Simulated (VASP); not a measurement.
# Cu in VASP: a series of runs

The runs below take Cu through single point, with PBE.

Program: VASP 6.6.1. These are calculated values, not measurements. Logs are shortened: lines on timing, memory, paths and dates and some standing lists are left out, and cuts for length are marked.

### 1 The cell of the first run

The cell holds a slab with vacuum, 10 atoms: a = 2.556 Å, b = 2.556 Å, c = 32.784 Å, α = 90.00°, β = 90.00°, γ = 60.00°.

### 2 Single point, PBE

File INCAR:

```
SYSTEM = Cu
ALGO = Normal
EDIFF = 1E-6
ENCUT = 520
GGA = PE
ISIF = 2
ISMEAR = 0
LASPH = .True.
LCHARG = .True.
LELF = .True.
LREAL = .False.
LVHAR = .True.
LWAVE = .False.
NBANDS = 66
NELM = 100
PREC = Accurate
SIGMA = 0.1
```

File KPOINTS:

```
k-points
0
Gamma
  18 18 1
  0 0 0
```

File POSCAR:

```
Cu
1.0
    2.5561910149     -0.0000000029      0.0000000000
    1.2780955099      2.2137263543      0.0000000000
    0.0000000000      0.0000000000     32.7840910100
Cu
10
Direct
    0.0000000000      0.0000000000      0.2126706079
    0.3333333333      0.3333333333      0.2761905376
    0.6666666667      0.6666666667      0.3399696428
    0.0000000000      0.0000000000      0.4038740275
    0.3333333333      0.3333333333      0.4679895215
    0.6666666667      0.6666666667      0.5320104785
    0.0000000000      0.0000000000      0.5961259725
    0.3333333333      0.3333333333      0.6600303572
    0.6666666667      0.6666666667      0.7238094624
    0.0000000000      0.0000000000      0.7873293921
```

Potentials or basis: VASP PAW PBE potentials, release 64 (Cu).

The run is started by

```bash
cat potpaw_PBE.64/Cu/POTCAR > POTCAR
mpirun -np 1 vasp_std > vasp.out
```

OUTCAR:

```text
SYSTEM = Cu
   EDIFF = 1E-6
   ENCUT = 520
   GGA = PE
   ISIF = 2
   ISMEAR = 0
   LASPH = .True.
   LREAL = .False.
   NELM = 100
   PREC = Accurate

 ion  position               nearest neighbor table
   1  0.000  0.000  0.213-   2 2.55   2 2.55   2 2.55
   2  0.333  0.333  0.276-   1 2.55   1 2.55   1 2.55   3 2.56   3 2.56   3 2.56
   3  0.667  0.667  0.340-   2 2.56   2 2.56   2 2.56   4 2.56   4 2.56   4 2.56
   4  0.000  0.000  0.404-   3 2.56   3 2.56   3 2.56   5 2.57   5 2.57   5 2.57
   5  0.333  0.333  0.468-   6 2.57   6 2.57   6 2.57   4 2.57   4 2.57   4 2.57
   6  0.667  0.667  0.532-   5 2.57   5 2.57   5 2.57   7 2.57   7 2.57   7 2.57
   7  0.000  0.000  0.596-   8 2.56   8 2.56   8 2.56   6 2.57   6 2.57   6 2.57
   8  0.333  0.333  0.660-   9 2.56   9 2.56   9 2.56   7 2.56   7 2.56   7 2.56
   9  0.667  0.667  0.724-  10 2.55  10 2.55  10 2.55   8 2.56   8 2.56   8 2.56
  10  0.000  0.000  0.787-   9 2.55   9 2.55   9 2.55

  LATTYP: Found a hexagonal cell.
 ALAT       =     2.5561910148
 C/A-ratio  =    12.8253682218

  Lattice vectors:

 A1 = (  -1.2780955099,  -2.2137263543,   0.0000000000)
 A2 = (   2.5561910149,  -0.0000000029,   0.0000000000)
 A3 = (   0.0000000000,   0.0000000000,  32.7840910100)

Analysis of symmetry for initial positions (statically):
=====================================================================
 Subroutine PRICEL returns:
 Original cell was already a primitive cell.

 Routine SETGRP: Setting up the symmetry group for a
 hexagonal supercell.

 Subroutine GETGRP returns: Found 12 space group operations
 (whereof 12 operations were pure point group operations)
 out of a pool of 24 trial point group operations.

The static configuration has the point symmetry D_3d.

Analysis of symmetry for dynamics (positions and initial velocities):
=====================================================================
 Subroutine PRICEL returns:
 Original cell was already a primitive cell.

 Routine SETGRP: Setting up the symmetry group for a
 hexagonal supercell.

 Subroutine GETGRP returns: Found 12 space group operations
 (whereof 12 operations were pure point group operations)
 out of a pool of 24 trial point group operations.

The dynamic configuration has the point symmetry D_3d.

 Subroutine INISYM returns: Found 12 space group operations
 (whereof 12 operations are pure point group operations),
 and found     1 'primitive' translations

----------------------------------------------------------------------------------------

                                     Primitive cell

  volume of cell :     185.5156

  direct lattice vectors                    reciprocal lattice vectors
     2.556191015 -0.000000003  0.000000000     0.391207071 -0.225863508  0.000000000
     1.278095510  2.213726354  0.000000000     0.000000001  0.451727016  0.000000000
     0.000000000  0.000000000 32.784091010     0.000000000  0.000000000  0.030502600

  length of vectors
     2.556191015  2.556191015 32.784091010     0.451727016  0.451727016  0.030502600

  position of ions in fractional coordinates (direct lattice)
     0.000000000  0.000000000  0.212670608
     0.333333333  0.333333333  0.276190538
     0.666666667  0.666666667  0.339969643
     0.000000000  0.000000000  0.403874028
     0.333333333  0.333333333  0.467989522
     0.666666667  0.666666667  0.532010478
     0.000000000  0.000000000  0.596125972
     0.333333333  0.333333333  0.660030357
     0.666666667  0.666666667  0.723809462
     0.000000000  0.000000000  0.787329392

  ion indices of the primitive-cell ions
   primitive index   ion index
                 1           1
                 2           2
                 3           3
                 4           4
                 5           5
                 6           6
                 7           7
                 8           8
                 9           9
                10          10

----------------------------------------------------------------------------------------

 KPOINTS: k-points

Automatic generation of k-mesh.
 Grid dimensions read from file:
 generate k-points for:   18   18    1

 Generating k-lattice:

  Cartesian coordinates                     Fractional coordinates (reciprocal lattice)
     0.021733726 -0.012547973  0.000000000     0.055555556  0.000000000  0.000000000
     0.000000000  0.025095945  0.000000000     0.000000000  0.055555556  0.000000000
     0.000000000  0.000000000  0.030502600     0.000000000  0.000000000  1.000000000

  Length of vectors
     0.025095945  0.025095945  0.030502600

  Shift w.r.t. Gamma in fractional coordinates (k-lattice)
     0.000000000  0.000000000  0.000000000

 Subroutine IBZKPT returns following result:
 ===========================================

 Found     37 irreducible k-points:

 Following reciprocal coordinates:
            Coordinates               Weight
  0.000000  0.000000  0.000000      1.000000
  0.055556  0.000000  0.000000      6.000000
  0.111111  0.000000  0.000000      6.000000
  0.166667  0.000000  0.000000      6.000000
  0.222222  0.000000  0.000000      6.000000
  0.277778  0.000000  0.000000      6.000000
[... 16 lines left out ...]
  0.444444  0.111111  0.000000     12.000000
  0.500000  0.111111  0.000000     12.000000
 [... further k-points ...]
   k-points           NKPTS =     37   k-points in BZ     NKDIM =     37   number of bands    NBANDS=     66
   number of dos      NEDOS =    301   number of ions     NIONS =     10
   total plane-waves  NPLWV = 100000
   dimension x,y,z NGX =    20 NGY =   20 NGZ =  250
   dimension x,y,z NGXF=    40 NGYF=   40 NGZF=  500
   ions per type =              10
   NGX,Y,Z   is equivalent  to a cutoff of  13.01, 13.01, 12.68 a.u.
   NGXF,Y,Z  is equivalent  to a cutoff of  26.01, 26.01, 25.35 a.u.
 SYSTEM =  Cu
   PREC   = accura    normal or accurate (medium, high low for compatibility)
   ISTART =      0    job   : 0-new  1-cont  2-samecut
   ICHARG =      2    charge: 1-file 2-atom 10-const
   ISPIN  =      1    spin polarized calculation?
   LNONCOLLINEAR =      F non collinear calculations
   LSORBIT =      F    spin-orbit coupling
   LASPH  =      T    aspherical Exc in radial PAW
   ENCUT  =  520.0 eV  38.22 Ry    6.18 a.u.   4.75  4.75 60.96*2*pi/ulx,y,z
   NELM   =    100;   NELMIN=  2; NELMDL= -5     # of ELM steps
   EDIFF  = 0.1E-05   stopping-criterion for ELM
   LREAL  =      F    real-space projection
   EDIFFG = 0.1E-04   stopping-criterion for IOM
   NSW    =      0    number of steps for IOM
   IBRION =     -1    ionic relax: 0-MD 1-quasi-New 2-CG
   NFREE  =      0    steps in history (QN), initial steepest desc. (CG)
   ISIF   =      2    stress and relaxation
   ISYM   =      2    0-nonsym 1-usesym 2-fastsym
   POTIM  = 0.5000    time-step for ionic-motion
   TEBEG  =    0.0;   TEEND  =   0.0 temperature during run
   PSTRESS=    0.0 pullay stress
   NELECT =     110.0000    total number of electrons
   NUPDOWN=      -1.0000    fix difference up-down
   EMIN   =  10.00;   EMAX   =-10.00  energy-range for DOS
   EFERMI =   0.00;   METHOD = LEGACY
   ISMEAR =     0;   SIGMA  =   0.10  broadening in eV -4-tet -1-fermi 0-gaus
   EFERMI_NEDOS =   21; number of points for ismear=-14 and -15
   IALGO  =     38    algorithm
   IMIX   =      4    mixing-type and parameters
     AMIX     =   0.40;   BMIX     =  1.00
     AMIX_MAG =   1.60;   BMIX_MAG =  1.00
  volume/ion in A,a.u.               =      18.55       125.19
  Fermi-wavevector in a.u.,A,eV,Ry     =   1.375347  2.599029 25.736497  1.891579
  Thomas-Fermi vector in A             =   2.500691
   LORBIT       =      0    0 simple, 1 ext, 2 COOP (PROOUT), +10 PAW based schemes
   GGA     = PE    functional components
   LHFCALC =     F    Hartree Fock is set to
   AEXX    =    0.0000 exact exchange contribution
   IVDW    =     0    specifies the selected vdW correction
   LEPSILON=     F    determine dielectric tensor
   LRPA    =     F    only Hartree local field effects (RPA)
 non-spin polarized calculation
 Gauss-broadening in eV      SIGMA  =   0.10
  energy-cutoff  :      520.00
  volume of cell :      185.52
 maximum number of plane-waves:      5029
   NGX =  9   NGY =  9   NGZ =121

 number of electron     110.0000029 magnetization

 Free energy of the ion-electron system (eV)
  ---------------------------------------------------
  ext. energy  EPLUGINS =         0.00000000
  ---------------------------------------------------
  free energy    TOTEN  =       -36.38200333 eV

  energy without entropy =      -36.36870433  energy(sigma->0) =      -36.37535383

 E-fermi :   3.1194     XC(G=0):  -8.6752

 val. band max:        3.1079655330   @ k =   0.3333   0.0000   0.0000
 cond. band min:       3.1358334107   @ k =   0.5000   0.1111   0.0000
 fundamental gap:      0.0278678777
 Fermi energy:         3.1193729923

 k-point     1 :       0.0000    0.0000    0.0000
  band No.  band energies     occupation
      1      -6.1051      2.00000
      2      -5.8683      2.00000
      3      -5.4695      2.00000
      4      -4.9223      2.00000
      5      -4.2558      2.00000
      6      -3.5255      2.00000
[... 58 lines left out ...]
     65       8.4620      0.00000
     66       9.6383      0.00000

 k-point     2 :       0.0556    0.0000    0.0000
  band No.  band energies     occupation
      1      -6.0053      2.00000
      2      -5.7694      2.00000
      3      -5.3721      2.00000
      4      -4.8271      2.00000
      5      -4.1636      2.00000
      6      -3.4373      2.00000
[... 1507 lines left out ...]
     65       9.7002      0.00000
     66      10.3403      0.00000

 k-point    24 :       0.5000    0.1111    0.0000
  band No.  band energies     occupation
      1      -1.7676      2.00000
      2      -1.6615      2.00000
      3      -1.5610      2.00000
      4      -1.5114      2.00000
      5      -1.4867      2.00000
      6      -1.4131      2.00000
[... 58 lines left out ...]
     65       9.1927      0.00000
     66       9.8143      0.00000

 [... further k-points ...]

------------------------ aborting loop because EDIFF is reached ----------------------------------------

  FORCE on cell =-STRESS in cart. coord.  units (eV):
  Direction    XX          YY          ZZ          XY          YZ          ZX
  --------------------------------------------------------------------------------------
  -------------------------------------------------------------------------------------
  Total        0.3090508      0.3090508      0.3256452     -0.0000000      0.0000000      0.0000000
  in kB        2.6690708      2.6690708      2.8123858     -0.0000000      0.0000000      0.0000000
  external PRESSURE =       2.7168424 kB  Pullay stress =       0.0000000 kB

 VOLUME and BASIS-vectors are now :
 -----------------------------------------------------------------------------
  energy-cutoff  :      520.00
  volume of cell :      185.52
      direct lattice vectors                 reciprocal lattice vectors
     2.556191015 -0.000000003  0.000000000     0.391207071 -0.225863508  0.000000000
     1.278095510  2.213726354  0.000000000     0.000000001  0.451727016  0.000000000
     0.000000000  0.000000000 32.784091010     0.000000000  0.000000000  0.030502600

 POSITION                                       TOTAL-FORCE (eV/Angst)
 -----------------------------------------------------------------------------------
      0.00000      0.00000      6.97221         0.000000     -0.000000     -0.019299
      1.27810      0.73791      9.05466        -0.000000     -0.000000     -0.001561
      2.55619      1.47582     11.14560         0.000000      0.000000     -0.001592
      0.00000      0.00000     13.24064        -0.000000     -0.000000      0.000929
      1.27810      0.73791     15.34261        -0.000000      0.000000     -0.000156
      2.55619      1.47582     17.44148         0.000000      0.000000      0.000156
      0.00000      0.00000     19.54345         0.000000      0.000000     -0.000929
      1.27810      0.73791     21.63850        -0.000000      0.000000      0.001592
      2.55619      1.47582     23.72944         0.000000     -0.000000      0.001561
      0.00000      0.00000     25.81188        -0.000000      0.000000      0.019299
 -----------------------------------------------------------------------------------
    total drift:                               -0.000000     -0.000000     -0.000000

  FREE ENERGIE OF THE ION-ELECTRON SYSTEM (eV)
  ---------------------------------------------------
  free  energy   TOTEN  =       -36.3820033313 eV

  energy  without entropy=      -36.3687043322  energy(sigma->0) =      -36.37535383
```

It took 30 min on 1 thread of AMD EPYC 7R43 (Zen 3), shared host; peak memory 0.45 GiB.

Results:

- Free energy: -36.3820 eV
- Largest force: 0.019 eV/Å
- Band gap on the k mesh: zero (bands 55 and 56 overlap by 5.09 eV)

Forces on the atoms (eV/Å):
```
Cu   0.000  0.000 -0.019
Cu   0.000  0.000 -0.002
Cu   0.000  0.000 -0.002
Cu   0.000  0.000  0.001
Cu   0.000  0.000  0.000
Cu   0.000  0.000  0.000
Cu   0.000  0.000 -0.001
Cu   0.000  0.000  0.002
Cu   0.000  0.000  0.002
Cu   0.000  0.000  0.019
```

Caveat: there is no dipole correction, which matters where the two faces differ.

### 3 Single point, PBE

Changes to INCAR since step 2:

```diff
@@ -1,3 +1,3 @@
 SYSTEM = Cu
-ALGO = Normal
+ALGO = Fast
 EDIFF = 1E-6
```

KPOINTS is that of step 2.

POSCAR is that of step 2.

Potentials or basis: VASP PAW PBE potentials, release 64 (Cu).

The run is started by

```bash
cat potpaw_PBE.64/Cu/POTCAR > POTCAR
mpirun -np 1 vasp_std > vasp.out
```

It took 22 min on 1 thread of Oxide Virtual Turin-like, shared host; peak memory 0.45 GiB.

The run converged. Its results:

```
Free energy            : -36.3820 eV
Largest force          : 0.019 eV/Å
Band gap on the k mesh : zero (bands 55 and 56 overlap by 5.09 eV)
```

Forces on the atoms (eV/Å):
```
Cu   0.000  0.000 -0.019
Cu   0.000  0.000 -0.002
Cu   0.000  0.000 -0.002
Cu   0.000  0.000  0.001
Cu   0.000  0.000  0.000
Cu   0.000  0.000  0.000
Cu   0.000  0.000 -0.001
Cu   0.000  0.000  0.002
Cu   0.000  0.000  0.002
Cu   0.000  0.000  0.019
```

Levels at points of the mesh, in eV from the Fermi level:
```csv
k point,band 53,band 54,band 55,band 56,band 57,band 58,band 59,band 60
"(0.00, 0.00, 0.00)",-1.72,-1.71,-1.71,-1.62,-1.62,-1.61,-1.61,-0.61
"(0.50, 0.00, 0.00)",0.23,0.61,0.90,1.11,1.27,1.40,1.53,1.55
```

Caveat: there is no dipole correction, which matters where the two faces differ.

The gap in the log of VASP goes by the Fermi energy; the results here count the filled bands.